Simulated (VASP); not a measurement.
Set up this calculation in VASP 6.6.1, as the native input.

```yaml
Task: single point
Functional: PBE
Potentials_or_basis: VASP PAW PBE potentials, release 64 (Ga_d)
Cutoff: 520 eV
k_mesh: 6 × 6 × 4
Occupations: gaussian, width 0.1 eV
Spin: no spin polarisation
Dipole_correction: no
Further_INCAR_settings: ALGO = Normal; EDIFF = 1e-07; NBANDS = 20
```

The structure of Ga lies in POSCAR:

```
Ga
1.0
    1.7111015063     -2.1726539822      0.0000000000
    1.7111015063      2.1726539822      0.0000000000
   -1.4396725562      0.0000000000      5.1536565889
Ga
2
Direct
    0.8678463003      0.1321536997      0.7500000000
    0.1321536997      0.8678463003      0.2500000000
```

These files were run (other wordings do the same):

INCAR

```
SYSTEM = Ga
  ALGO = Normal
  EDIFF = 1E-7
  ENCUT = 520
  GGA = PE
  ISIF = 2
  ISMEAR = 0
  LASPH = .TRUE.
  LCHARG = .TRUE.
  LELF = .TRUE.
  LREAL = .FALSE.
  LVHAR = .TRUE.
  LWAVE = .FALSE.
  NBANDS = 20
  NELM = 60
  PREC = Accurate
  SIGMA = 0.1
```

KPOINTS

```
k-points
0
G
  6 6 4
  0 0 0
```

Potentials or basis: VASP PAW PBE potentials, release 64 (Ga_d).

Run with:

```console
$ cat potpaw_PBE.64/Ga_d/POTCAR > POTCAR
$ mpirun -np 1 vasp_std > vasp.out
```

Results of the run:

- Pressure: -0.4 GPa
- Largest force: 0.013 eV/Å
- Band gap on the k mesh: zero (bands 13 and 14 overlap by 5.62 eV)

Caveat: the k points lie up to 0.40 Å⁻¹ apart, too coarse for converged energies and pressures of a metal.

Run time: 20 s on 1 thread of Intel(R) Xeon(R) Platinum 8259CL CPU @ 2.50GHz (Skylake/Cascade Lake), on a shared host, peak memory 0.17 GiB.
